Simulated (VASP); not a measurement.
# TePb (Pnma) in VASP: single point with PBE

Aim: the single point of TePb with PBE.

Everything below comes from runs of VASP 6.6.1. Logs are shortened: lines on timing, memory, paths and dates and some standing lists are left out, and cuts for length are marked.

### 1 The cell of the first run

The typed cell holds 8 atoms: a = 7.965 Å, b = 4.571 Å, c = 7.914 Å, α = 90.00°, β = 90.00°, γ = 90.00°.

### 2 Single point, PBE

Contents of INCAR:

```
PREC = Accurate
ENCUT = 520
EDIFF = 1E-7
ISMEAR = 0
SIGMA = 0.01
LREAL = F
LASPH = T
NELM = 100
ALGO = Normal
ISIF = 2
LWAVE = F
LCHARG = F
GGA = PE
NBANDS = 50
KPAR = 4
```

Contents of KPOINTS:

```
Automatic mesh
0
Gamma
  6 8 6
```

Contents of POSCAR:

```
TePb
1.0
    7.9646827623      0.0000000000      0.0000000000
    0.0000000000      4.5707757245      0.0000000000
    0.0000000000      0.0000000000      7.9138359101
Te Pb
4 4
Direct
    0.2499675493      0.7500000000      0.0834346197
    0.7499675493      0.7500000000      0.4165653803
    0.2500324507      0.2500000000      0.5834346197
    0.7500324507      0.2500000000      0.9165653803
   -0.0000497983      0.7500000000      0.7500021211
    0.4999502017      0.7500000000      0.7499978789
    0.5000497983      0.2500000000      0.2500021211
    1.0000497983      0.2500000000      0.2499978789
```

Potentials or basis: VASP PAW PBE potentials, release 64 (Te, Pb_d).

On the command line:

```
cat potpaw_PBE.64/Te/POTCAR potpaw_PBE.64/Pb_d/POTCAR > POTCAR
mpirun -np 4 vasp_std > vasp.out
```

OUTCAR:

```text
PREC = Accurate
   ENCUT = 520
   EDIFF = 1E-7
   ISMEAR = 0
   LREAL = F
   LASPH = T
   NELM = 100
   ISIF = 2
   GGA = PE

 ion  position               nearest neighbor table
   1  0.250  0.750  0.083-   8 3.30   8 3.30   6 3.31   7 3.31   7 3.31   5 3.31
   2  0.750  0.750  0.417-   7 3.30   7 3.30   5 3.31   8 3.31   8 3.31   6 3.31
   3  0.250  0.250  0.583-   6 3.30   6 3.30   8 3.31   5 3.31   5 3.31   7 3.31
   4  0.750  0.250  0.917-   5 3.30   5 3.30   7 3.31   6 3.31   6 3.31   8 3.31
   5  1.000  0.750  0.750-   4 3.30   4 3.30   2 3.31   3 3.31   3 3.31   1 3.31   6 3.98   6 3.98

   6  0.500  0.750  0.750-   3 3.30   3 3.30   1 3.31   4 3.31   4 3.31   2 3.31   5 3.98   5 3.98

   7  0.500  0.250  0.250-   2 3.30   2 3.30   4 3.31   1 3.31   1 3.31   3 3.31   8 3.98   8 3.98

   8  0.000  0.250  0.250-   1 3.30   1 3.30   3 3.31   2 3.31   2 3.31   4 3.31   7 3.98   7 3.98

  LATTYP: Found a simple orthorhombic cell.
 ALAT       =     4.5707757245
 B/A-ratio  =     1.7313988669
 C/A-ratio  =     1.7425232045

  Lattice vectors:

 A1 = (   0.0000000000,   4.5707757245,   0.0000000000)
 A2 = (   0.0000000000,   0.0000000000,   7.9138359101)
 A3 = (   7.9646827623,   0.0000000000,   0.0000000000)

Analysis of symmetry for initial positions (statically):
=====================================================================
 Subroutine PRICEL returns:
 Original cell was already a primitive cell.

 Routine SETGRP: Setting up the symmetry group for a
 simple orthorhombic supercell.

 Subroutine GETGRP returns: Found  8 space group operations
 (whereof  2 operations were pure point group operations)
 out of a pool of  8 trial point group operations.

The static configuration has the point symmetry S_2 .
 The point group associated with its full space group is D_2h.

Analysis of symmetry for dynamics (positions and initial velocities):
=====================================================================
 Subroutine PRICEL returns:
 Original cell was already a primitive cell.

 Routine SETGRP: Setting up the symmetry group for a
 simple orthorhombic supercell.

 Subroutine GETGRP returns: Found  8 space group operations
 (whereof  2 operations were pure point group operations)
 out of a pool of  8 trial point group operations.

The dynamic configuration has the point symmetry S_2 .
 The point group associated with its full space group is D_2h.

 Subroutine INISYM returns: Found  8 space group operations
 (whereof  2 operations are pure point group operations),
 and found     1 'primitive' translations

----------------------------------------------------------------------------------------

                                     Primitive cell

  volume of cell :     288.1014

  direct lattice vectors                    reciprocal lattice vectors
     7.964682762  0.000000000  0.000000000     0.125554279  0.000000000  0.000000000
     0.000000000  4.570775724  0.000000000     0.000000000  0.218781244  0.000000000
     0.000000000  0.000000000  7.913835910     0.000000000  0.000000000  0.126360972

  length of vectors
     7.964682762  4.570775724  7.913835910     0.125554279  0.218781244  0.126360972

  position of ions in fractional coordinates (direct lattice)
     0.249967549  0.750000000  0.083434620
     0.749967549  0.750000000  0.416565380
     0.250032451  0.250000000  0.583434620
     0.750032451  0.250000000  0.916565380
     0.999950202  0.750000000  0.750002121
     0.499950202  0.750000000  0.749997879
     0.500049798  0.250000000  0.250002121
     0.000049798  0.250000000  0.249997879

  ion indices of the primitive-cell ions
   primitive index   ion index
                 1           1
                 2           2
                 3           3
                 4           4
                 5           5
                 6           6
                 7           7
                 8           8

----------------------------------------------------------------------------------------

 KPOINTS: Automatic mesh

Automatic generation of k-mesh.
 Grid dimensions read from file:
 generate k-points for:    6    8    6

 Generating k-lattice:

  Cartesian coordinates                     Fractional coordinates (reciprocal lattice)
     0.020925713  0.000000000  0.000000000     0.166666667  0.000000000  0.000000000
     0.000000000  0.027347656  0.000000000     0.000000000  0.125000000  0.000000000
     0.000000000  0.000000000  0.021060162     0.000000000  0.000000000  0.166666667

  Length of vectors
     0.020925713  0.027347656  0.021060162

  Shift w.r.t. Gamma in fractional coordinates (k-lattice)
     0.000000000  0.000000000  0.000000000

 Subroutine IBZKPT returns following result:
 ===========================================

 Found     80 irreducible k-points:

 Following reciprocal coordinates:
            Coordinates               Weight
  0.000000  0.000000  0.000000      1.000000
  0.166667  0.000000  0.000000      2.000000
  0.333333  0.000000  0.000000      2.000000
  0.500000  0.000000  0.000000      1.000000
  0.000000  0.125000  0.000000      2.000000
  0.166667  0.125000  0.000000      4.000000
[... 16 lines left out ...]
  0.333333  0.000000  0.166667      4.000000
  0.500000  0.000000  0.166667      2.000000
 [... further k-points ...]
   k-points           NKPTS =     80   k-points in BZ     NKDIM =     80   number of bands    NBANDS=     50
   number of dos      NEDOS =    301   number of ions     NIONS =      8
   total plane-waves  NPLWV = 129600
   dimension x,y,z NGX =    60 NGY =   36 NGZ =   60
   dimension x,y,z NGXF=   120 NGYF=   72 NGZF=  120
   ions per type =               4   4
   NGX,Y,Z   is equivalent  to a cutoff of  12.52, 13.09, 12.60 a.u.
   NGXF,Y,Z  is equivalent  to a cutoff of  25.05, 26.19, 25.21 a.u.
 SYSTEM =  unknown system
   PREC   = accura    normal or accurate (medium, high low for compatibility)
   ISTART =      0    job   : 0-new  1-cont  2-samecut
   ICHARG =      2    charge: 1-file 2-atom 10-const
   ISPIN  =      1    spin polarized calculation?
   LNONCOLLINEAR =      F non collinear calculations
   LSORBIT =      F    spin-orbit coupling
   LASPH  =      T    aspherical Exc in radial PAW
   ENCUT  =  520.0 eV  38.22 Ry    6.18 a.u.  14.81  8.50 14.71*2*pi/ulx,y,z
   NELM   =    100;   NELMIN=  2; NELMDL= -5     # of ELM steps
   EDIFF  = 0.1E-06   stopping-criterion for ELM
   LREAL  =      F    real-space projection
   EDIFFG = 0.1E-05   stopping-criterion for IOM
   NSW    =      0    number of steps for IOM
   IBRION =     -1    ionic relax: 0-MD 1-quasi-New 2-CG
   NFREE  =      0    steps in history (QN), initial steepest desc. (CG)
   ISIF   =      2    stress and relaxation
   ISYM   =      2    0-nonsym 1-usesym 2-fastsym
   POTIM  = 0.5000    time-step for ionic-motion
   TEBEG  =    0.0;   TEEND  =   0.0 temperature during run
   PSTRESS=    0.0 pullay stress
   NELECT =      80.0000    total number of electrons
   NUPDOWN=      -1.0000    fix difference up-down
   EMIN   =  10.00;   EMAX   =-10.00  energy-range for DOS
   EFERMI =   0.00;   METHOD = LEGACY
   ISMEAR =     0;   SIGMA  =   0.01  broadening in eV -4-tet -1-fermi 0-gaus
   EFERMI_NEDOS =   21; number of points for ismear=-14 and -15
   IALGO  =     38    algorithm
   IMIX   =      4    mixing-type and parameters
     AMIX     =   0.40;   BMIX     =  1.00
     AMIX_MAG =   1.60;   BMIX_MAG =  1.00
  volume/ion in A,a.u.               =      36.01       243.03
  Fermi-wavevector in a.u.,A,eV,Ry     =   1.068045  2.018313 15.520449  1.140721
  Thomas-Fermi vector in A             =   2.203681
   LORBIT       =      0    0 simple, 1 ext, 2 COOP (PROOUT), +10 PAW based schemes
   GGA     = PE    functional components
   LHFCALC =     F    Hartree Fock is set to
   AEXX    =    0.0000 exact exchange contribution
   IVDW    =     0    specifies the selected vdW correction
   LEPSILON=     F    determine dielectric tensor
   LRPA    =     F    only Hartree local field effects (RPA)
 non-spin polarized calculation
 Gauss-broadening in eV      SIGMA  =   0.01
  energy-cutoff  :      520.00
  volume of cell :      288.10
 maximum number of plane-waves:      7812
 NGX is ok and might be reduce to    60
   NGX = 29   NGY = 17   NGZ = 29

 number of electron      80.0000021 magnetization

 Free energy of the ion-electron system (eV)
  ---------------------------------------------------
  ext. energy  EPLUGINS =         0.00000000
  ---------------------------------------------------
  free energy    TOTEN  =       -29.81753983 eV

  energy without entropy =      -29.81753983  energy(sigma->0) =      -29.81753983

 E-fermi :   5.4001     XC(G=0):  -8.9920

 val. band max:        5.3574197036   @ k =   0.0000   0.3750   0.0000
 cond. band min:       5.4808012696   @ k =   0.0000   0.0000   0.0000
 fundamental gap:      0.1233815661
 Fermi energy:         5.4000790635

 k-point     1 :       0.0000    0.0000    0.0000
  band No.  band energies     occupation
      1     -11.8713      2.00000
      2     -11.8540      2.00000
      3     -11.8457      2.00000
      4     -11.8383      2.00000
      5     -11.8382      2.00000
      6     -11.8345      2.00000
[... 42 lines left out ...]
     49       8.9608      0.00000
     50       9.5030      0.00000

 k-point     2 :       0.1667    0.0000    0.0000
  band No.  band energies     occupation
      1     -11.8683      2.00000
      2     -11.8489      2.00000
      3     -11.8407      2.00000
      4     -11.8372      2.00000
      5     -11.8372      2.00000
      6     -11.8361      2.00000
[... 42 lines left out ...]
     49       8.6451      0.00000
     50       9.0750      0.00000

 k-point     3 :       0.3333    0.0000    0.0000
  band No.  band energies     occupation
      1     -11.8601      2.00000
      2     -11.8412      2.00000
      3     -11.8349      2.00000
      4     -11.8346      2.00000
      5     -11.8345      2.00000
      6     -11.8291      2.00000
[... 1102 lines left out ...]
     49       8.1278      0.00000
     50       8.4247      0.00000

 k-point    24 :       0.5000    0.0000    0.1667
  band No.  band energies     occupation
      1     -11.8484      2.00000
      2     -11.8484      2.00000
      3     -11.8324      2.00000
      4     -11.8324      2.00000
      5     -11.8304      2.00000
      6     -11.8304      2.00000
[... 42 lines left out ...]
     49       8.1050      0.00000
     50       8.1115      0.00000

 [... further k-points ...]

------------------------ aborting loop because EDIFF is reached ----------------------------------------

  FORCE on cell =-STRESS in cart. coord.  units (eV):
  Direction    XX          YY          ZZ          XY          YZ          ZX
  --------------------------------------------------------------------------------------
  -------------------------------------------------------------------------------------
  Total       -0.0613961     -0.0747496     -0.0722965      0.0000000     -0.0000000      0.0000000
  in kB       -0.3414334     -0.4156941     -0.4020522      0.0000000     -0.0000000      0.0000000
  external PRESSURE =      -0.3863932 kB  Pullay stress =       0.0000000 kB

 VOLUME and BASIS-vectors are now :
 -----------------------------------------------------------------------------
  energy-cutoff  :      520.00
  volume of cell :      288.10
      direct lattice vectors                 reciprocal lattice vectors
     7.964682762  0.000000000  0.000000000     0.125554279  0.000000000  0.000000000
     0.000000000  4.570775724  0.000000000     0.000000000  0.218781244  0.000000000
     0.000000000  0.000000000  7.913835910     0.000000000  0.000000000  0.126360972

 POSITION                                       TOTAL-FORCE (eV/Angst)
 -----------------------------------------------------------------------------------
      1.99091      3.42808      0.66029         0.000131      0.000000     -0.001165
      5.97325      3.42808      3.29663         0.000131      0.000000      0.001165
      1.99143      1.14269      4.61721        -0.000131      0.000000     -0.001165
      5.97377      1.14269      7.25355        -0.000131      0.000000      0.001165
      7.96429      3.42808      5.93539         0.000314      0.000000      0.000193
      3.98194      3.42808      5.93536         0.000314      0.000000     -0.000193
      3.98274      1.14269      1.97848        -0.000314      0.000000      0.000193
      0.00040      1.14269      1.97844        -0.000314     -0.000000     -0.000193
 -----------------------------------------------------------------------------------
    total drift:                                0.000000     -0.000000     -0.000000

  FREE ENERGIE OF THE ION-ELECTRON SYSTEM (eV)
  ---------------------------------------------------
  free  energy   TOTEN  =       -29.8175398287 eV

  energy  without entropy=      -29.8175398287  energy(sigma->0) =      -29.81753983
```

Run time: 11 min. Hardware: 4 MPI ranks of Oxide Virtual Turin-like, shared host; peak memory 0.95 GiB.

Results:

```
Free energy            : -29.8175 eV
Pressure               : 0.0 GPa
Band gap on the k mesh : 0.12 eV
```

Levels at points of the mesh, in eV from the valence-band top:
| k point | band 37 | band 38 | band 39 | band 40 | band 41 | band 42 | band 43 | band 44 |
| --- | --- | --- | --- | --- | --- | --- | --- | --- |
| (0.00, 0.00, 0.00) | -1.05 | -1.04 | -1.00 | -0.10 | 0.12 | 0.23 | 0.94 | 1.99 |
| (0.50, 0.00, 0.00) | -1.31 | -1.31 | -1.31 | -1.31 | 2.00 | 2.00 | 2.08 | 2.08 |
| (0.00, 0.50, 0.00) | -2.34 | -2.34 | -0.32 | -0.32 | 1.55 | 1.55 | 2.31 | 2.31 |
| (0.50, 0.50, 0.00) | -1.22 | -1.22 | -1.22 | -1.22 | 0.75 | 0.75 | 0.75 | 0.75 |
| (0.00, 0.00, 0.50) | -1.11 | -1.11 | -1.04 | -1.04 | 0.76 | 0.76 | 1.39 | 1.39 |
| (0.50, 0.00, 0.50) | -1.25 | -1.25 | -1.25 | -1.25 | 1.90 | 1.90 | 1.90 | 1.90 |
| (0.00, 0.50, 0.50) | -1.18 | -1.18 | -1.00 | -1.00 | 0.23 | 0.23 | 0.94 | 0.94 |
| (0.50, 0.50, 0.50) | -2.21 | -2.21 | -2.21 | -2.21 | 2.00 | 2.00 | 2.00 | 2.00 |

Caveat: spin-orbit coupling is left out, which moves the levels of the heavy elements.
